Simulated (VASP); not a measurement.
Pb, 1 atom in the cell. The structure is cubic, space group Im-3m (No. 229). Conventional cell: a = 4.057 Å, b = 4.057 Å, c = 4.057 Å, α = 90.00°, β = 90.00°, γ = 90.00°. Within 4.6 Å of Pb (site symmetry m-3m) lie 14 Pb at 3.51 to 4.06 Å. This isn't the form of Pb at room conditions, which is fcc.

* Program: VASP 6.6.1
* Task: single point
* Functional: BLYP
* Potentials or basis: VASP PAW PBE potentials, release 64 (Pb_d)
* Cutoff: 520 eV
* k mesh: 12 × 12 × 12
* Occupations: fermi-dirac, width 0.1 eV
* Spin: no spin polarisation
* Dipole correction: no
* Further INCAR settings: ALGO = Normal; EDIFF = 1e-06; NBANDS = 13

Potentials or basis: VASP PAW PBE potentials, release 64 (Pb_d).

The run is started by

```bash
$ cat potpaw_PBE.64/Pb_d/POTCAR > POTCAR
$ mpirun -np 1 vasp_std > vasp.out
```

Hardware: 1 thread of Intel Xeon 8259CL (shared host).

Question: How long does it take, and how much memory?

Answer: Wall time 36 s on 1 thread of Intel Xeon 8259CL (shared host), peak memory 0.17 GiB. Counts: scf iterations 10, k points 72.
